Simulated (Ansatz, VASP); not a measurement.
One calculation of MgO, two programs

File INCAR:

```
SYSTEM = MgO
  ALGO = Normal
  EDIFF = 1E-6
  ENCUT = 600
  GGA = PE
  GGA_COMPAT = .FALSE.
  ISIF = 2
  ISMEAR = 0
  LASPH = .TRUE.
  LCHARG = .TRUE.
  LELF = .TRUE.
  LREAL = .FALSE.
  LVHAR = .TRUE.
  LWAVE = .FALSE.
  NBANDS = 11
  NELM = 120
  PREC = Accurate
  SIGMA = 0.01
```

The input KPOINTS:

```
k-points
0
G
  10 10 10
  0 0 0
```

Contents of POSCAR:

```
MgO
1.0
    0.0000000000      1.6927255444      1.6927255444
    1.6927255444      0.0000000000      1.6927255444
    1.6927255444      1.6927255444      0.0000000000
Mg O
1 1
Direct
    0.0000000000      0.0000000000      0.0000000000
    0.5000000000      0.5000000000      0.5000000000
```

Input for Ansatz:

```yaml
crystal:
  lattice:
    - [0.0, 1.6927255444, 1.6927255444]
    - [1.6927255444, 0.0, 1.6927255444]
    - [1.6927255444, 1.6927255444, 0.0]
  atoms:
    - { symbol: Mg, position: [0.0, 0.0, 0.0] }
    - { symbol: O, position: [0.5, 0.5, 0.5] }
scf:
  occupations: { method: fixed }
output:
  forces: true
  stress: true
  eigenvalues: true
hamiltonian:
  xc: pbe
basis:
  ecutwfc: 700
kpoints:
  mp_grid: { grid: [10, 10, 10] }
```

Alike in both runs: task single point; functional PBE; k mesh 10 × 10 × 10; no spin polarisation.

|  | VASP | Ansatz |
| --- | --- | --- |
| version | VASP 6.6.1 | Ansatz 0.2.0 |
| potentials or method | VASP PAW PBE potentials, release 64 (Mg, O), cutoff 600 eV | scalar-relativistic, plane waves, PAW |
| occupations | gaussian, width 0.01 eV | fixed |
| valence electrons in the cell | 8 | 16 |

|  | VASP | Ansatz | Ansatz less VASP |
| --- | --- | --- | --- |
| gap on the k mesh at the Fermi level (eV) | 8.75 | 8.82 | +0.072 |
| least direct gap on the mesh (eV) | 11.17 | 11.21 | +0.039 |

VASP's potentials hold 8 valence electrons a cell and Ansatz's 16, so a difference there can come from the potentials and not from the codes.
